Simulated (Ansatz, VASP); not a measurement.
## One calculation of BN, two programs

```
B N
1.0
     2.48231    0.00000    0.00000
    -1.24115    2.14974    0.00000
     0.00000    0.00000    7.30990
B N
2 2
Direct
  0.33333 0.66667 0.25000
  0.66667 0.33333 0.75000
  0.33333 0.66667 0.75000
  0.66667 0.33333 0.25000
```

Alike in both runs: task single point; functional LDA; k mesh 12 × 12 × 4; occupations gaussian, width 0.05 eV; no spin polarisation.

```csv
,VASP,Ansatz
version,VASP 6.6.1,Ansatz 0.2.0
potentials or method,"VASP PAW LDA potentials, release 64 (B, N), cutoff 520 eV","scalar-relativistic, plane waves, PAW"
valence electrons in the cell,16,16
```

|  | VASP | Ansatz | Ansatz less VASP |
| --- | --- | --- | --- |
| gap on the k mesh at the Fermi level (eV) | 4.27 | 4.28 | +0.012 |
| least direct gap on the mesh (eV) | 4.59 | 4.59 | +0.006 |
| pressure (GPa) | 1.6 | 1.1 | -0.54 |
| traceless stress, the component that is largest in VASP (GPa) | -3.24 | -2.51 | +0.729 |

Ansatz warns that its potentials were made for another functional, while VASP's fit it. LDA's correlation is that of Perdew and Zunger in VASP and of Perdew and Wang (1992) in Ansatz.
